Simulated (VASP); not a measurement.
# WSe2 in VASP: further runs

The runs below take WSe2 through single point, with PBE, r2SCAN.

Program: VASP 6.6.1. These are calculated values, not measurements. Logs are shortened: lines on timing, memory, paths and dates and some standing lists are left out, and cuts for length are marked.

### Step 1. The cell of the first run

The cell holds a slab with vacuum, 3 atoms: a = 3.320 Å, b = 3.320 Å, c = 32.738 Å, α = 90.00°, β = 90.00°, γ = 120.00°.

### Step 2. Single point, PBE

The input, INCAR:

```
SYSTEM = WSe2
PREC = Accurate
ENCUT = 400
EDIFF = 1E-6
ISMEAR = 0
SIGMA = 0.02
LREAL = .FALSE.
LASPH = .TRUE.
NELM = 120
ALGO = Normal
ISIF = 2
LWAVE = .FALSE.
LCHARG = .TRUE.
LDIPOL = .TRUE.
IDIPOL = 3
DIPOL = 0.5 0.5 0.500
GGA = PE
LELF = .TRUE.
LVHAR = .TRUE.
LVACPOTAV = .TRUE.
NBANDS = 20
GGA_COMPAT = .FALSE.
NELMDL = -8
```

The input, KPOINTS:

```
Automatic mesh
0
G
  9 9 1
  0 0 0
```

The input, POSCAR:

```
WSe2
1.0
    3.3201737480      0.0000000000      0.0000000000
   -1.6600868740      2.8753548108      0.0000000000
    0.0000000000      0.0000000000     32.7375750684
Se W
2 1
Direct
    0.3333333333      0.6666666667      0.4487343869
    0.3333333333      0.6666666667      0.5512656131
    0.6666666667      0.3333333333      0.5000000000
```

Potentials or basis: VASP PAW PBE potentials, release 64 (Se, W_sv).

Started as:

```
$ cat potpaw_PBE.64/Se/POTCAR potpaw_PBE.64/W_sv/POTCAR > POTCAR
$ mpirun -np 1 vasp_std > vasp.out
```

OUTCAR:

```text
SYSTEM = WSe2
   PREC = Accurate
   ENCUT = 400
   EDIFF = 1E-6
   ISMEAR = 0
   LREAL = .FALSE.
   LASPH = .TRUE.
   NELM = 120
   ISIF = 2
   GGA = PE
   NELMDL = -8

 ion  position               nearest neighbor table
   1  0.333  0.667  0.449-   3 2.55   3 2.55   3 2.55
   2  0.333  0.667  0.551-   3 2.55   3 2.55   3 2.55
   3  0.667  0.333  0.500-   1 2.55   2 2.55   1 2.55   2 2.55   1 2.55   2 2.55

  LATTYP: Found a hexagonal cell.
 ALAT       =     3.3201737480
 C/A-ratio  =     9.8601993610

  Lattice vectors:

 A1 = (   3.3201737480,   0.0000000000,   0.0000000000)
 A2 = (  -1.6600868740,   2.8753548108,   0.0000000000)
 A3 = (   0.0000000000,   0.0000000000,  32.7375750684)

Analysis of symmetry for initial positions (statically):
=====================================================================
 Subroutine PRICEL returns:
 Original cell was already a primitive cell.

 Routine SETGRP: Setting up the symmetry group for a
 hexagonal supercell.

 Subroutine GETGRP returns: Found 12 space group operations
 (whereof 12 operations were pure point group operations)
 out of a pool of 24 trial point group operations.

The static configuration has the point symmetry D_3h.

Analysis of symmetry for dynamics (positions and initial velocities):
=====================================================================
 Subroutine PRICEL returns:
 Original cell was already a primitive cell.

 Routine SETGRP: Setting up the symmetry group for a
 hexagonal supercell.

 Subroutine GETGRP returns: Found 12 space group operations
 (whereof 12 operations were pure point group operations)
 out of a pool of 24 trial point group operations.

The dynamic configuration has the point symmetry D_3h.

 Subroutine INISYM returns: Found 12 space group operations
 (whereof 12 operations are pure point group operations),
 and found     1 'primitive' translations

----------------------------------------------------------------------------------------

                                     Primitive cell

  volume of cell :     312.5351

  direct lattice vectors                    reciprocal lattice vectors
     3.320173748  0.000000000  0.000000000     0.301189057  0.173891583  0.000000000
    -1.660086874  2.875354811  0.000000000     0.000000000  0.347783166  0.000000000
     0.000000000  0.000000000 32.737575068     0.000000000  0.000000000  0.030545940

  length of vectors
     3.320173748  3.320173748 32.737575068     0.347783166  0.347783166  0.030545940

  position of ions in fractional coordinates (direct lattice)
     0.333333333  0.666666667  0.448734387
     0.333333333  0.666666667  0.551265613
     0.666666667  0.333333333  0.500000000

  ion indices of the primitive-cell ions
   primitive index   ion index
                 1           1
                 2           2
                 3           3

----------------------------------------------------------------------------------------

 KPOINTS: Automatic mesh

Automatic generation of k-mesh.
 Grid dimensions read from file:
 generate k-points for:    9    9    1

 Generating k-lattice:

  Cartesian coordinates                     Fractional coordinates (reciprocal lattice)
     0.033465451  0.019321287  0.000000000     0.111111111 -0.000000000  0.000000000
     0.000000000  0.038642574  0.000000000     0.000000000  0.111111111  0.000000000
     0.000000000  0.000000000  0.030545940     0.000000000  0.000000000  1.000000000

  Length of vectors
     0.038642574  0.038642574  0.030545940

  Shift w.r.t. Gamma in fractional coordinates (k-lattice)
     0.000000000  0.000000000  0.000000000

 Subroutine IBZKPT returns following result:
 ===========================================

 Found     12 irreducible k-points:

 Following reciprocal coordinates:
            Coordinates               Weight
  0.000000  0.000000  0.000000      1.000000
  0.111111  0.000000  0.000000      6.000000
  0.222222  0.000000  0.000000      6.000000
  0.333333  0.000000  0.000000      6.000000
  0.444444  0.000000  0.000000      6.000000
  0.111111  0.111111  0.000000      6.000000
  0.222222  0.111111  0.000000     12.000000
  0.333333  0.111111  0.000000     12.000000
  0.444444  0.111111  0.000000      6.000000
  0.222222  0.222222  0.000000      6.000000
  0.333333  0.222222  0.000000     12.000000
  0.333333  0.333333  0.000000      2.000000
   k-points           NKPTS =     12   k-points in BZ     NKDIM =     12   number of bands    NBANDS=     20
   number of dos      NEDOS =    301   number of ions     NIONS =      3
   total plane-waves  NPLWV = 124416
   dimension x,y,z NGX =    24 NGY =   24 NGZ =  216
   dimension x,y,z NGXF=    48 NGYF=   48 NGZF=  432
   ions per type =               2   1
   NGX,Y,Z   is equivalent  to a cutoff of  12.02, 12.02, 10.97 a.u.
   NGXF,Y,Z  is equivalent  to a cutoff of  24.03, 24.03, 21.94 a.u.
 SYSTEM =  WSe2
   PREC   = accura    normal or accurate (medium, high low for compatibility)
   ISTART =      0    job   : 0-new  1-cont  2-samecut
   ICHARG =      2    charge: 1-file 2-atom 10-const
   ISPIN  =      1    spin polarized calculation?
   LNONCOLLINEAR =      F non collinear calculations
   LSORBIT =      F    spin-orbit coupling
   LASPH  =      T    aspherical Exc in radial PAW
   ENCUT  =  400.0 eV  29.40 Ry    5.42 a.u.   5.41  5.41 53.39*2*pi/ulx,y,z
   NELM   =    120;   NELMIN=  2; NELMDL= -8     # of ELM steps
   EDIFF  = 0.1E-05   stopping-criterion for ELM
   LREAL  =      F    real-space projection
   EDIFFG = 0.1E-04   stopping-criterion for IOM
   NSW    =      0    number of steps for IOM
   IBRION =     -1    ionic relax: 0-MD 1-quasi-New 2-CG
   NFREE  =      0    steps in history (QN), initial steepest desc. (CG)
   ISIF   =      2    stress and relaxation
   ISYM   =      2    0-nonsym 1-usesym 2-fastsym
   POTIM  = 0.5000    time-step for ionic-motion
   TEBEG  =    0.0;   TEEND  =   0.0 temperature during run
   PSTRESS=    0.0 pullay stress
   NELECT =      26.0000    total number of electrons
   NUPDOWN=      -1.0000    fix difference up-down
   EMIN   =  10.00;   EMAX   =-10.00  energy-range for DOS
   EFERMI =   0.00;   METHOD = LEGACY
   ISMEAR =     0;   SIGMA  =   0.02  broadening in eV -4-tet -1-fermi 0-gaus
   EFERMI_NEDOS =   21; number of points for ismear=-14 and -15
   IALGO  =     38    algorithm
   IMIX   =      4    mixing-type and parameters
     AMIX     =   0.40;   BMIX     =  1.00
     AMIX_MAG =   1.60;   BMIX_MAG =  1.00
  volume/ion in A,a.u.               =     104.18       703.03
  Fermi-wavevector in a.u.,A,eV,Ry     =   0.714660  1.350512  6.949032  0.510739
  Thomas-Fermi vector in A             =   1.802618
   LORBIT       =      0    0 simple, 1 ext, 2 COOP (PROOUT), +10 PAW based schemes
   GGA     = PE    functional components
   LHFCALC =     F    Hartree Fock is set to
   AEXX    =    0.0000 exact exchange contribution
   IVDW    =     0    specifies the selected vdW correction
   LEPSILON=     F    determine dielectric tensor
   LRPA    =     F    only Hartree local field effects (RPA)
 non-spin polarized calculation
 Gauss-broadening in eV      SIGMA  =   0.02
  energy-cutoff  :      400.00
  volume of cell :      312.54
 maximum number of plane-waves:      5807
 NGX is ok and might be reduce to    24
   NGX = 11   NGY = 11   NGZ =107

 dipolmoment           0.000000      0.000000      0.000000 electrons x Angstroem

 number of electron      25.9999993 magnetization

 dipolmoment           0.000000      0.000000     -0.000000 electrons x Angstroem

 Free energy of the ion-electron system (eV)
  ---------------------------------------------------
  ext. energy  EPLUGINS =         0.00000000
  ---------------------------------------------------
  free energy    TOTEN  =       -21.62284466 eV

  energy without entropy =      -21.62284466  energy(sigma->0) =      -21.62284466

 E-fermi :  -2.8463     XC(G=0):  -2.4548

 val. band max:       -2.9425280613   @ k =   0.3333   0.3333   0.0000
 cond. band min:      -1.3952526654   @ k =   0.3333   0.3333   0.0000
 fundamental gap:      1.5472753960
 Fermi energy:        -2.8463438245

 k-point     1 :       0.0000    0.0000    0.0000
  band No.  band energies     occupation
      1     -77.0251      2.00000
      2     -41.2435      2.00000
      3     -41.1412      2.00000
      4     -41.1412      2.00000
      5     -17.6328      2.00000
      6     -16.3978      2.00000
[... 12 lines left out ...]
     19       1.7817      0.00000
     20       2.1419      0.00000

 k-point     2 :       0.1111    0.0000    0.0000
  band No.  band energies     occupation
      1     -77.0240      2.00000
      2     -41.2388      2.00000
      3     -41.1658      2.00000
      4     -41.1470      2.00000
      5     -17.4555      2.00000
      6     -16.3088      2.00000
[... 12 lines left out ...]
     19       2.0209      0.00000
     20       2.4131      0.00000

 k-point     3 :       0.2222    0.0000    0.0000
  band No.  band energies     occupation
      1     -77.0214      2.00000
      2     -41.2278      2.00000
      3     -41.2270      2.00000
      4     -41.1616      2.00000
      5     -16.9674      2.00000
      6     -16.0656      2.00000
[... 12 lines left out ...]
     19       2.6815      0.00000
     20       3.0901      0.00000

 k-point     4 :       0.3333    0.0000    0.0000
  band No.  band energies     occupation
      1     -77.0184      2.00000
      2     -41.2974      2.00000
      3     -41.2136      2.00000
      4     -41.1783      2.00000
      5     -16.3156      2.00000
      6     -15.7498      2.00000
[... 12 lines left out ...]
     19       3.5385      0.00000
     20       3.6163      0.00000

 k-point     5 :       0.4444    0.0000    0.0000
  band No.  band energies     occupation
      1     -77.0164      2.00000
      2     -41.3424      2.00000
      3     -41.2048      2.00000
      4     -41.1891      2.00000
      5     -15.7999      2.00000
      6     -15.5127      2.00000
[... 12 lines left out ...]
     19       3.9587      0.00000
     20       4.0763      0.00000

 k-point     6 :       0.1111    0.1111    0.0000
  band No.  band energies     occupation
      1     -77.0222      2.00000
      2     -41.2306      2.00000
      3     -41.2070      2.00000
      4     -41.1594      2.00000
      5     -17.1221      2.00000
      6     -16.1421      2.00000
[... 12 lines left out ...]
     19       2.4745      0.00000
     20       2.8736      0.00000

 k-point     7 :       0.2222    0.1111    0.0000
  band No.  band energies     occupation
      1     -77.0194      2.00000
      2     -41.2677      2.00000
      3     -41.2180      2.00000
      4     -41.1801      2.00000
      5     -16.5459      2.00000
      6     -15.8577      2.00000
[... 12 lines left out ...]
     19       3.3085      0.00000
     20       3.7597      0.00000

 k-point     8 :       0.3333    0.1111    0.0000
  band No.  band energies     occupation
      1     -77.0169      2.00000
      2     -41.3202      2.00000
      3     -41.2068      2.00000
      4     -41.1985      2.00000
      5     -15.9401      2.00000
      6     -15.5689      2.00000
[... 12 lines left out ...]
     19       3.9716      0.00000
     20       4.2894      0.00000

 k-point     9 :       0.4444    0.1111    0.0000
  band No.  band energies     occupation
      1     -77.0159      2.00000
      2     -41.3408      2.00000
      3     -41.2058      2.00000
      4     -41.2024      2.00000
      5     -15.6612      2.00000
      6     -15.4415      2.00000
[... 12 lines left out ...]
     19       4.5845      0.00000
     20       4.9666      0.00000

 k-point    10 :       0.2222    0.2222    0.0000
  band No.  band energies     occupation
      1     -77.0171      2.00000
      2     -41.3015      2.00000
      3     -41.2124      2.00000
      4     -41.2077      2.00000
      5     -15.9989      2.00000
      6     -15.5896      2.00000
[... 12 lines left out ...]
     19       4.0360      0.00000
     20       4.2479      0.00000

 k-point    11 :       0.3333    0.2222    0.0000
  band No.  band energies     occupation
      1     -77.0155      2.00000
      2     -41.3178      2.00000
      3     -41.2391      2.00000
      4     -41.2009      2.00000
      5     -15.5865      2.00000
      6     -15.3904      2.00000
[... 12 lines left out ...]
     19       4.4042      0.00000
     20       5.2093      0.00000

 k-point    12 :       0.3333    0.3333    0.0000
  band No.  band energies     occupation
      1     -77.0150      2.00000
      2     -41.2967      2.00000
      3     -41.2753      2.00000
      4     -41.1986      2.00000
      5     -15.4411      2.00000
      6     -15.3137      2.00000
[... 12 lines left out ...]
     19       3.4343      0.00000
     20       5.6791      0.00000

------------------------ aborting loop because EDIFF is reached ----------------------------------------

 vacuum level on the upper side and lower side of the slab       (xc-potential included)        -0.088        -0.088

  FORCE on cell =-STRESS in cart. coord.  units (eV):
  Direction    XX          YY          ZZ          XY          YZ          ZX
  --------------------------------------------------------------------------------------
  -------------------------------------------------------------------------------------
  Total        0.0841727      0.0841727      0.1253153      0.0000000     -0.0000000     -0.0000000
  in kB        0.4315021      0.4315021      0.6424152      0.0000000     -0.0000000     -0.0000000
  external PRESSURE =       0.5018064 kB  Pullay stress =       0.0000000 kB

 VOLUME and BASIS-vectors are now :
 -----------------------------------------------------------------------------
  energy-cutoff  :      400.00
  volume of cell :      312.54
      direct lattice vectors                 reciprocal lattice vectors
     3.320173748  0.000000000  0.000000000     0.301189057  0.173891583  0.000000000
    -1.660086874  2.875354811  0.000000000     0.000000000  0.347783166  0.000000000
     0.000000000  0.000000000 32.737575068     0.000000000  0.000000000  0.030545940

 POSITION                                       TOTAL-FORCE (eV/Angst)
 -----------------------------------------------------------------------------------
     -0.00000      1.91690     14.69048         0.000000      0.000000     -0.044790
     -0.00000      1.91690     18.04710        -0.000000     -0.000000      0.044790
      1.66009      0.95845     16.36879        -0.000000     -0.000000      0.000000
 -----------------------------------------------------------------------------------
    total drift:                               -0.000000      0.000000      0.000000

  FREE ENERGIE OF THE ION-ELECTRON SYSTEM (eV)
  ---------------------------------------------------
  free  energy   TOTEN  =       -21.6228446564 eV

  energy  without entropy=      -21.6228446564  energy(sigma->0) =      -21.62284466

 vacuum level on the upper side and lower side of the slab         2.153         2.153
```

Run time: 1.7 min. Hardware: 1 thread of Intel Xeon Platinum 8259CL at 2.50GHz (Skylake/Cascade Lake), shared host; peak memory 0.35 GiB.

Results:

```yaml
Free_energy: -21.6228 eV
Largest_force: 0.045 eV/Å
Band_gap_on_the_k_mesh: 1.55 eV, direct
Ionisation_potential_of_the_upper_face: 5.10 eV
```

Forces on the atoms (eV/Å):
```
Se   0.000  0.000 -0.045
Se   0.000  0.000  0.045
W    0.000  0.000  0.000
```

Levels at points of the mesh, in eV from the valence-band top:
```
           k point  band 11  band 12  band 13  band 14  band 15  band 16
(0.00, 0.00, 0.00)    -1.23    -1.23    -0.32     2.90     2.90     3.07
```

Caveat: spin-orbit coupling is left out, which moves the levels of the heavy elements.

### Step 3. Single point, r2SCAN

This run uses another cell than the first one, of 102.01 Å³/atom, 0.979 times its volume.

The input, POSCAR:

```
WSe2
1.0
    3.2854988181      0.0000000000      0.0000000000
   -1.6427494091      2.8453254406      0.0000000000
    0.0000000000      0.0000000000     32.7375750684
Se W
2 1
Direct
    0.3333333333      0.6666666667      0.4485387266
    0.3333333333      0.6666666667      0.5514612734
    0.6666666667      0.3333333333      0.5000000000
```

The input, INCAR.step1:

```
ALGO     = Normal         # electronic algorithm
DIPOL    = 0.5 0.5 0.500
EDIFF    = 1E-5           # SCF threshold, eV
ENCUT    = 440            # plane-wave cutoff, eV
GGA      = PE             # functional
GGA_COMPAT= F            
IDIPOL   = 3            
ISMEAR   = 0              # smearing method
LASPH    = T              # aspherical terms in the spheres
LCHARG   = F              # write CHGCAR
LDIPOL   = T            
LREAL    = F              # projectors in reciprocal space
LWAVE    = T              # write WAVECAR
NBANDS   = 20             # bands
NELM     = 120            # most SCF steps
NELMDL   = -8           
PREC     = Accurate       # precision mode
SIGMA    = 0.02           # smearing width, eV
```

The input, INCAR.step2:

```
ALGO     = Normal         # electronic algorithm
DIPOL    = 0.5 0.5 0.500
EDIFF    = 1E-6           # SCF threshold, eV
ENCUT    = 440            # plane-wave cutoff, eV
GGA_COMPAT= F            
IDIPOL   = 3            
ISIF     = 2              # what is computed and relaxed
ISMEAR   = 0              # smearing method
ISTART   = 1            
LASPH    = T              # aspherical terms in the spheres
LCHARG   = T              # write CHGCAR
LDIPOL   = T            
LELF     = T              # ELF
LMIXTAU  = T            
LREAL    = F              # projectors in reciprocal space
LVACPOTAV= T            
LVHAR    = T            
LWAVE    = F              # write WAVECAR
METAGGA  = R2SCAN         # meta-GGA
NBANDS   = 20             # bands
NELM     = 120            # most SCF steps
PREC     = Accurate       # precision mode
SIGMA    = 0.02           # smearing width, eV
```

The input, KPOINTS:

```
k-points
0
Gamma
  9 9 1
```

Potentials or basis: VASP PAW PBE potentials, release 64 (Se, W_sv).

Started as:

```
$ cat potpaw_PBE.64/Se/POTCAR potpaw_PBE.64/W_sv/POTCAR > POTCAR
$ cp INCAR.step1 INCAR
$ mpirun -np 1 vasp_std > vasp.out
$ cp INCAR.step2 INCAR
$ mpirun -np 1 vasp_std > vasp.out
```

Wall time 4.7 min (1 thread of Intel Xeon Platinum 8259CL at 2.50GHz (Skylake/Cascade Lake), shared host); peak memory 0.4 GiB.

The run converged. Its results:

- Free energy: -81.7396 eV
- Largest force: 0.198 eV/Å
- Band gap on the k mesh: 1.79 eV, direct

Forces on the atoms (eV/Å):
```
Se   0.000  0.000  0.198
Se   0.000  0.000 -0.198
W    0.000  0.000  0.000
```

Levels at points of the mesh, in eV from the valence-band top:
| k point | band 9 | band 10 | band 11 | band 12 | band 13 | band 14 | band 15 | band 16 | band 17 | band 18 |
| --- | --- | --- | --- | --- | --- | --- | --- | --- | --- | --- |
| (0.00, 0.00, 0.00) | -2.43 | -2.39 | -1.26 | -1.26 | -0.41 | 3.14 | 3.14 | 3.28 | 3.28 | 4.91 |

Caveat: the PAW data sets were made with another functional, which shifts forces and pressure a little; spin-orbit coupling is left out, which moves the levels of the heavy elements.
